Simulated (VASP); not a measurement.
# MgO (F-43m) in VASP: settings compared, part 2 of 2

VASP 6.6.1. The steps go on from the part before.

## Step 4: Single point, r2SCAN

POSCAR reads:

```
MgO
1.0
    0.0000000000      2.2820056620      2.2820056620
    2.2820056620      0.0000000000      2.2820056620
    2.2820056620      2.2820056620      0.0000000000
Mg O
1 1
Direct
    0.0000000000      0.0000000000      0.0000000000
    0.2500000000      0.2500000000      0.2500000000
```

INCAR.step1 reads:

```
SYSTEM = MgO
PREC     = Accurate       ! precision mode
ENCUT    = 660            ! plane-wave cutoff, eV
ISMEAR   = 0              ! smearing method
SIGMA    = 0.01           ! smearing width, eV
LREAL    = .False.        ! projectors in reciprocal space
LASPH    = .True.         ! aspherical terms in the spheres
NELM     = 120            ! most SCF steps
NBANDS   = 11             ! bands
GGA      = PE             ! functional
ALGO     = Normal         ! electronic algorithm
EDIFF    = 1E-5           ! SCF threshold, eV
LWAVE    = .True.         ! write WAVECAR
LCHARG   = .False.        ! write CHGCAR
GGA_COMPAT= .False.
```

INCAR.step2 reads:

```
SYSTEM = MgO
PREC     = Accurate       ! precision mode
ENCUT    = 660            ! plane-wave cutoff, eV
EDIFF    = 1E-6           ! SCF threshold, eV
ISMEAR   = 0              ! smearing method
SIGMA    = 0.01           ! smearing width, eV
LREAL    = .False.        ! projectors in reciprocal space
LASPH    = .True.         ! aspherical terms in the spheres
NELM     = 120            ! most SCF steps
ALGO     = Normal         ! electronic algorithm
ISIF     = 2              ! what is computed and relaxed
LWAVE    = .False.        ! write WAVECAR
LCHARG   = .True.         ! write CHGCAR
METAGGA  = R2SCAN         ! meta-GGA
LMIXTAU  = .True.       
LELF     = .True.         ! ELF
LVHAR    = .True.       
NBANDS   = 11             ! bands
ISTART   = 1            
GGA_COMPAT= .False.
```

KPOINTS reads:

```
regular mesh
0
Gamma
  6 6 6
  0 0 0
```

Potentials or basis: VASP PAW PBE potentials, release 64 (Mg, O).

Started as:

```
cat potpaw_PBE.64/Mg/POTCAR potpaw_PBE.64/O/POTCAR > POTCAR
cp INCAR.step1 INCAR
mpirun -np 1 vasp_std > vasp.out
cp INCAR.step2 INCAR
mpirun -np 1 vasp_std > vasp.out
```

OUTCAR:

```text
SYSTEM = MgO
   PREC = Accurate
   ENCUT = 660
   EDIFF = 1E-6
   ISMEAR = 0
   LREAL = .False.
   LASPH = .True.
   NELM = 120
   ISIF = 2
   METAGGA = R2SCAN
   ISTART = 1

 ion  position               nearest neighbor table
   1  0.000  0.000  0.000-   2 1.98   2 1.98   2 1.98   2 1.98
   2  0.250  0.250  0.250-   1 1.98   1 1.98   1 1.98   1 1.98

  LATTYP: Found a face centered cubic cell.
 ALAT       =     4.5640113240

  Lattice vectors:

 A1 = (   0.0000000000,   2.2820056620,   2.2820056620)
 A2 = (   2.2820056620,   0.0000000000,   2.2820056620)
 A3 = (   2.2820056620,   2.2820056620,   0.0000000000)

Analysis of symmetry for initial positions (statically):
=====================================================================
 Subroutine PRICEL returns:
 Original cell was already a primitive cell.

 Routine SETGRP: Setting up the symmetry group for a
 face centered cubic supercell.

 Subroutine GETGRP returns: Found 24 space group operations
 (whereof 24 operations were pure point group operations)
 out of a pool of 48 trial point group operations.

The static configuration has the point symmetry T_d .
[... 161 lines left out ...]
      1     -16.4745      2.00000
      2       0.3561      2.00000
      3       0.3561      2.00000
      4       0.3561      2.00000
      5       4.6811      0.00000
      6      18.2771      0.00000
      7      18.2771      0.00000
      8      18.2771      0.00000
      9      21.7560      0.00000
     10      21.7561      0.00000
     11      21.8742      0.00000
[... 197 lines left out ...]
 k-point    16 :      -0.3333    0.5000    0.1667
  band No.  band energies     occupation
      1     -15.6329      2.00000
      2      -1.7623      2.00000
      3      -0.8760      2.00000
      4      -0.6100      2.00000
      5       8.3459      0.00000
      6      12.8632      0.00000
      7      15.4916      0.00000
      8      15.9028      0.00000
      9      20.0429      0.00000
     10      24.4854      0.00000
     11      25.3968      0.00000

------------------------ aborting loop because EDIFF is reached ----------------------------------------

  FORCE on cell =-STRESS in cart. coord.  units (eV):
  Direction    XX          YY          ZZ          XY          YZ          ZX
  --------------------------------------------------------------------------------------
  -------------------------------------------------------------------------------------
  Total       -0.1115290     -0.1115290     -0.1115290      0.0000000      0.0000000     -0.0000000
  in kB       -7.5182767     -7.5182767     -7.5182767      0.0000000      0.0000000     -0.0000000
  external PRESSURE =      -7.5182767 kB  Pullay stress =       0.0000000 kB

 VOLUME and BASIS-vectors are now :
 -----------------------------------------------------------------------------
  energy-cutoff  :      660.00
  volume of cell :       23.77
      direct lattice vectors                 reciprocal lattice vectors
     0.000000000  2.282005662  2.282005662    -0.219105504  0.219105504  0.219105504
     2.282005662  0.000000000  2.282005662     0.219105504 -0.219105504  0.219105504
     2.282005662  2.282005662  0.000000000     0.219105504  0.219105504 -0.219105504

 POSITION                                       TOTAL-FORCE (eV/Angst)
 -----------------------------------------------------------------------------------
      0.00000      0.00000      0.00000        -0.000000      0.000000     -0.000000
      1.14100      1.14100      1.14100         0.000000     -0.000000      0.000000
 -----------------------------------------------------------------------------------
    total drift:                                0.000000      0.000000      0.000000

  FREE ENERGIE OF THE ION-ELECTRON SYSTEM (eV)
  ---------------------------------------------------
  free  energy   TOTEN  =       -15.8600365285 eV

  energy  without entropy=      -15.8600365285  energy(sigma->0) =      -15.86003653
```

OSZICAR.step1:

```text
N       E                     dE             d eps       ncg     rms          rms(c)
DAV:   1     0.256847806727E+02    0.25685E+02   -0.49987E+03   360   0.763E+02
DAV:   2    -0.126406269540E+02   -0.38325E+02   -0.37223E+02   394   0.152E+02
DAV:   3    -0.138714192155E+02   -0.12308E+01   -0.12295E+01   449   0.267E+01
DAV:   4    -0.138756840236E+02   -0.42648E-02   -0.42641E-02   382   0.173E+00
DAV:   5    -0.138757023438E+02   -0.18320E-04   -0.18320E-04   429   0.110E-01    0.832E+00
DAV:   6    -0.117332955063E+02    0.21424E+01   -0.13502E+01   382   0.192E+01    0.278E+00
DAV:   7    -0.117038108647E+02    0.29485E-01   -0.11876E-01   379   0.274E+00    0.154E+00
DAV:   8    -0.116994391790E+02    0.43717E-02   -0.49486E-02   379   0.249E+00    0.365E-01
DAV:   9    -0.116986304229E+02    0.80876E-03   -0.82956E-04   417   0.202E-01    0.240E-01
DAV:  10    -0.116984987467E+02    0.13168E-03   -0.17040E-03   382   0.310E-01    0.130E-02
DAV:  11    -0.116985044430E+02   -0.56964E-05   -0.16813E-05   412   0.274E-02
   1 F= -.11698504E+02 E0= -.11698504E+02  d E =-.147000E-62
```

It took 32 s on 1 thread of AMD EPYC 7R13 (Zen 3), shared host; peak memory 0.13 GiB.

Results:

| Property | Result |
| --- | --- |
| Free energy | -15.8600 eV |
| Pressure | -0.8 GPa |
| Band gap on the k mesh | 4.33 eV, direct |

Levels at points of the mesh, in eV from the valence-band top:
```tsv
k point	band 1	band 2	band 3	band 4	band 5	band 6	band 7	band 8
(0.00, 0.00, 0.00)	-16.83	0.00	0.00	0.00	4.33	17.92	17.92	17.92
(0.50, 0.00, 0.00)	-16.19	-3.01	-0.18	-0.18	9.63	10.54	15.55	15.55
(0.50, 0.50, 0.00)	-15.99	-2.50	-0.75	-0.75	6.95	12.48	15.32	17.81
```

Caveat: the PAW data sets were made with another functional, which shifts forces and pressure a little.

## Step 5: Single point, PBE

INCAR reads:

```
ALGO = Normal
EDIFF = 1E-6
ENCUT = 520
GGA = PE
ISIF = 2
ISMEAR = 0
LASPH = T
LCHARG = F
LREAL = F
LWAVE = F
NBANDS = 11
NELM = 80
PREC = Accurate
SIGMA = 0.01
```

KPOINTS reads:

```
k-points
0
Gamma
  8 8 8
```

POSCAR is that of step 4.

Started as:

```
cat potpaw_PBE.64/Mg/POTCAR potpaw_PBE.64/O/POTCAR > POTCAR
mpirun -np 1 vasp_std > vasp.out
```

It took 5.7 s on 1 thread of AMD EPYC 7R13 (Zen 3), shared host; peak memory 0.11 GiB.

It converged, with:

- Free energy: -11.6933 eV
- Pressure: 3.5 GPa
- Band gap on the k mesh: 3.64 eV, direct

Levels at points of the mesh, in eV from the valence-band top:
| k point | band 1 | band 2 | band 3 | band 4 | band 5 | band 6 | band 7 | band 8 |
| --- | --- | --- | --- | --- | --- | --- | --- | --- |
| (0.00, 0.00, 0.00) | -15.90 | 0.00 | 0.00 | 0.00 | 3.64 | 16.82 | 16.82 | 16.82 |
| (0.50, 0.00, 0.00) | -15.23 | -3.04 | -0.18 | -0.18 | 8.79 | 9.69 | 14.62 | 14.62 |
| (0.50, 0.50, 0.00) | -15.03 | -2.51 | -0.74 | -0.74 | 6.26 | 11.56 | 14.11 | 16.68 |

## Step 6: Summary

```csv
level,k mesh,cutoff (eV),gap on the mesh (eV),pressure (GPa)
PBEsol,4 × 4 × 4,600,3.52,0.4
r2SCAN,4 × 4 × 4,660,4.32,-0.7
r2SCAN,6 × 6 × 6,660,4.33,-0.8
PBE,8 × 8 × 8,520,3.64,3.5
```

Alike in all rows: task single point; potentials or basis VASP PAW PBE potentials, release 64 (Mg, O); no spin polarisation; cell as given; smearing gaussian 0.01 eV.

Caveats: some runs use coarse meshes; the PAW data sets were made with another functional, which shifts forces and pressure a little (some runs).

Total energies depend on the potentials used, so only differences within one code and one set of settings carry meaning.
